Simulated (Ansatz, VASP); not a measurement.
# Cs in VASP and in Ansatz

INCAR

```
SYSTEM = Cs
  ALGO = Fast
  EDIFF = 1E-6
  ENCUT = 520
  GGA = PE
  ISIF = 2
  ISMEAR = 0
  LASPH = .True.
  LCHARG = .False.
  LREAL = .False.
  LWAVE = .False.
  NBANDS = 10
  NELM = 80
  PREC = Accurate
  SIGMA = 0.15
```

KPOINTS

```
k-points
0
Gamma
  12 12 12
  0 0 0
```

POSCAR

```
Cs
1.0
   -2.9016000000      2.9016000000      2.9016000000
    2.9016000000     -2.9016000000      2.9016000000
    2.9016000000      2.9016000000     -2.9016000000
Cs
1
Direct
    0.0000000000      0.0000000000      0.0000000000
```

Input for Ansatz:

```yaml
crystal:
  lattice:
    - [-2.9016, 2.9016, 2.9016]
    - [2.9016, -2.9016, 2.9016]
    - [2.9016, 2.9016, -2.9016]
  atoms:
    - { symbol: Cs, position: [0.0, 0.0, 0.0] }
basis:
  ecutwfc: 420
kpoints:
  mp_grid: { grid: [12, 12, 12] }
hamiltonian:
  xc: pbe
scf:
  occupations: { method: gaussian, width: 0.15 }
output:
  forces: true
  stress: true
  eigenvalues: true
```

Change from the starting cell: strain -0.040 along x and y, -0.040 along z, atoms carried along.

Alike in both runs: task single point; functional PBE; k mesh 12 × 12 × 12; occupations gaussian, width 0.15 eV; no spin polarisation.

|  | VASP | Ansatz |
| --- | --- | --- |
| version | VASP 6.6.1 | Ansatz 0.2.0 |
| potentials or method | VASP PAW PBE potentials, release 64 (Cs_sv), cutoff 520 eV | scalar-relativistic, plane waves, PAW |
| valence electrons in the cell | 9 | 9 |

|  | VASP | Ansatz | Ansatz less VASP |
| --- | --- | --- | --- |
| gap on the k mesh at the Fermi level (eV) | none | none | - |
| pressure (GPa) | 0.5 | 0.5 | +0.01 |

A gap of «none» marks a metal or a gap that the smearing closes.

Spin-orbit coupling is off throughout.
